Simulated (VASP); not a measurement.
Here is a VASP 6.6.1 calculation.

Contents of INCAR:

```
ALGO = Normal ; DIPOL = 0.5 0.5 0.500
EDIFF = 1E-7 ; EFIELD = -0.1
ENCUT = 520 ; GGA = PS
IDIPOL = 3 ; ISIF = 2
ISMEAR = -1 ; LASPH = T
LCHARG = F ; LDIPOL = T
LREAL = F ; LWAVE = F
NBANDS = 40 ; NELM = 100
PREC = Accurate ; SIGMA = 0.1
```

File KPOINTS:

```
k-points
0
Gamma
  12 12 1
```

File POSCAR:

```
Nb
1.0
    2.8349627735      0.0000000000      0.0000000000
   -0.9449875912      2.6728285354      0.0000000000
    0.0000000000      0.0000000000     25.2589000000
Nb
5
Direct
    0.0000000000      0.0000000000      0.3202464692
    0.5000000000      0.5000000000      0.4082178150
    0.0000000000      0.0000000000      0.5000000007
    0.5000000000      0.5000000000      0.5917821840
    0.0000000000      0.0000000000      0.6797535311
```

Potentials or basis: VASP PAW PBE potentials, release 64 (Nb_sv).

Run with:

```bash
$ cat potpaw_PBE.64/Nb_sv/POTCAR > POTCAR
$ mpirun -np 1 vasp_std > vasp.out
```

**Question.** What does it give for the band gap on the k mesh?

**Answer.** Zero (an odd number of electrons rules out a gap without spin polarisation).

**Question.** What does it give for the largest force?

**Answer.** 0.012 eV/Å.

Forces on the atoms (eV/Å):
```
Nb   0.000  0.000  0.008
Nb   0.000  0.000  0.003
Nb   0.000  0.000 -0.002
Nb   0.000  0.000  0.004
Nb   0.000  0.000 -0.012
```

Caveat: the PAW data sets were made with another functional, which shifts forces and pressure a little.
